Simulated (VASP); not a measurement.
**SiO2: relaxation of cell and atoms with PBE**

SiO2:

```
Si O
1.0
     4.23492    0.00000    0.00000
     0.00000    4.23492    0.00000
     0.00000    0.00000    2.69075
Si O
2 4
Direct
  0.00000 0.00000 0.50000
  0.50000 0.50000 0.00000
  0.30695 0.30695 0.50000
  0.19305 0.80695 0.00000
  0.69305 0.69305 0.50000
  0.80695 0.19305 0.00000
```

| Quantity | Value |
| --- | --- |
| Program | VASP 6.6.1 |
| Task | relaxation of cell and atoms |
| Functional | PBE |
| Potentials or basis | VASP PAW PBE potentials, release 64 (Si, O) |
| Cutoff | 600 eV |
| k mesh | 6 × 6 × 8 |
| Occupations | gaussian, width 0.02 eV |
| Spin | no spin polarisation |
| Dipole correction | no |
| Further INCAR settings | ALGO = Normal; EDIFF = 1e-07; IBRION = 2; EDIFFG = -0.01; NSW = 100; ISIF = 3 |

```yaml
Relaxed_volume: 8.03 Å³/atom
Relaxed_cell: a = 4.232 Å, b = 4.232 Å, c = 2.692 Å, α = 90.00°, β = 90.00°, γ = 90.00°
Space_group_after_relaxing_to_0.1_Å: P4_2/mnm (No. 136)
Energy_gained_by_relaxing: 0.0 meV/atom
Ionic_steps: 2
Pressure_after_relaxing: 0.1 GPa
Largest_force_after_relaxing: 0.008 eV/Å
Band_gap_on_the_k_mesh: 5.04 eV
```

Forces on the atoms (eV/Å):
```
Si   0.000  0.000  0.000
Si   0.000  0.000  0.000
O   -0.006 -0.006  0.000
O    0.006 -0.006  0.000
O    0.006  0.006  0.000
O   -0.006  0.006  0.000
```

Stress tensor (GPa, compression positive):
```
0.00 0.00 0.00
0.00 0.00 0.00
0.00 0.00 0.17
```

Step by step:
```csv
step,energy change (eV),largest force (eV/Å),pressure (GPa),volume (Å³)
1,0.0000,0.0169,-0.16,48.26
2,-0.0001,0.0081,0.06,48.20
```

Final structure:
```xyz
6
Lattice="4.2316 0.0000 0.0000 0.0000 4.2316 0.0000 0.0000 0.0000 2.6918" Properties=species:S:1:pos:R:3 pbc="T T T"
Si    0.0000    0.0000    1.3459
Si    2.1158    2.1158    0.0000
O     1.2983    1.2983    1.3459
O     0.8175    3.4141    0.0000
O     2.9333    2.9333    1.3459
O     3.4141    0.8175    0.0000
```

Levels at points of the mesh, in eV from the valence-band top:
| k point | band 14 | band 15 | band 16 | band 17 | band 18 | band 19 |
| --- | --- | --- | --- | --- | --- | --- |
| (0.00, 0.00, 0.00) | -0.85 | -0.85 | 0.00 | 5.04 | 6.60 | 8.28 |
| (0.50, 0.00, 0.00) | -2.62 | -1.04 | -1.04 | 7.31 | 7.31 | 8.87 |
| (0.50, 0.50, 0.00) | -2.55 | -2.17 | -2.17 | 7.02 | 7.02 | 9.78 |
| (0.00, 0.00, 0.50) | -2.89 | -2.57 | -2.57 | 8.65 | 8.65 | 12.25 |
| (0.50, 0.00, 0.50) | -2.21 | -1.67 | -1.67 | 8.44 | 8.44 | 9.46 |
| (0.50, 0.50, 0.50) | -1.73 | -1.47 | -1.47 | 6.82 | 6.82 | 10.71 |

Wall time 85 s on 1 thread of Intel(R) Xeon(R) Platinum 8259CL CPU @ 2.50GHz (Skylake/Cascade Lake) (shared host), peak memory 0.19 GiB.

A k mesh can miss the band edges.
